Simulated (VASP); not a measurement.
Input of a VASP 6.6.1 run:

POSCAR

```
Ba
1.0
    0.0000000000      3.7920592710      3.7920592710
    3.7920592710      0.0000000000      3.7920592710
    3.7920592710      3.7920592710      0.0000000000
Ba
2
Direct
    0.1250000000      0.1250000000      0.1250000000
    0.8750000000      0.8750000000      0.8750000000
```

The input INCAR.step1:

```
  ALGO = Normal
  EDIFF = 1E-4
  ENCUT = 520
  GGA = PE
  ISMEAR = -1
  LASPH = T
  LCHARG = F
  LREAL = F
  LWAVE = T
  NBANDS = 17
  NELM = 100
  PREC = Accurate
  SIGMA = 0.1
```

Contents of INCAR.step2:

```
  ALGO = Normal
  EDIFF = 1E-7
  ENCUT = 520
  ISIF = 2
  ISMEAR = -1
  ISTART = 1
  LASPH = T
  LCHARG = T
  LELF = T
  LMIXTAU = T
  LREAL = F
  LVHAR = T
  LWAVE = F
  METAGGA = R2SCAN
  NBANDS = 17
  NELM = 100
  PREC = Accurate
  SIGMA = 0.1
```

KPOINTS

```
k-points
0
Gamma
  6 6 6
```

Potentials or basis: VASP PAW PBE potentials, release 64 (Ba_sv).

Launch:

```sh
$ cat potpaw_PBE.64/Ba_sv/POTCAR > POTCAR
$ cp INCAR.step1 INCAR
$ mpirun -np 1 vasp_std > vasp.out
$ cp INCAR.step2 INCAR
$ mpirun -np 1 vasp_std > vasp.out
```

Estimate the pressure.

0.5 GPa.

Estimate the band gap on the k mesh.

zero (bands 10 and 11 overlap by 0.20 eV).

Caveat: the PAW data sets were made with another functional, which shifts forces and pressure a little; spin-orbit coupling is left out, which moves the levels of the heavy elements.
